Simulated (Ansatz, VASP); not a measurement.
## Ge in VASP and in Ansatz

File INCAR:

```
PREC     = Accurate       # precision mode
ENCUT    = 520            # plane-wave cutoff, eV
EDIFF    = 1E-6           # SCF threshold, eV
ISMEAR   = -1             # smearing method
SIGMA    = 0.08           # smearing width, eV
LREAL    = False          # projectors in reciprocal space
LASPH    = True           # aspherical terms in the spheres
NELM     = 60             # most SCF steps
ALGO     = Normal         # electronic algorithm
ISIF     = 2              # what is computed and relaxed
LWAVE    = False          # write WAVECAR
LCHARG   = True           # write CHGCAR
GGA      = PE             # functional
LELF     = True           # ELF
LVHAR    = True         
NBANDS   = 13             # bands
```

File KPOINTS:

```
regular mesh
0
Gamma
  16 16 16
```

POSCAR

```
Ge
1.0
    0.0000000000      2.0960223813      2.0960223813
    2.0960223813      0.0000000000      2.0960223813
    2.0960223813      2.0960223813      0.0000000000
Ge
1
Direct
    0.0000000000      0.0000000000      0.0000000000
```

Input for Ansatz:

```yaml
crystal:
  lattice:
    - [0.0, 2.0960223813, 2.0960223813]
    - [2.0960223813, 0.0, 2.0960223813]
    - [2.0960223813, 2.0960223813, 0.0]
  atoms:
    - { symbol: Ge, position: [0.0, 0.0, 0.0] }
kpoints:
  mp_grid: { grid: [16, 16, 16] }
scf:
  occupations: { method: fermi_dirac, width: 0.08 }
hamiltonian:
  xc: pbe
  pseudopotentials: { kind: all_electron, lapw: { basis_error: 0.001 } }
output:
  forces: true
  stress: true
  eigenvalues: true
```

Change from the starting cell: volume scaled by 0.9405.

Alike in both runs: task single point; functional PBE; k mesh 16 × 16 × 16; occupations fermi-dirac, width 0.08 eV; no spin polarisation.

|  | VASP | Ansatz |
| --- | --- | --- |
| version | VASP 6.6.1 | Ansatz 0.2.0 |
| potentials or method | VASP PAW PBE potentials, release 64 (Ge_d), cutoff 520 eV | all-electron LAPW, scalar-relativistic |

```tsv
	VASP	Ansatz	Ansatz less VASP
pressure (GPa)	4.3	4.4	+0.11
```

Ansatz ran all-electron here, and VASP with PAW potentials.
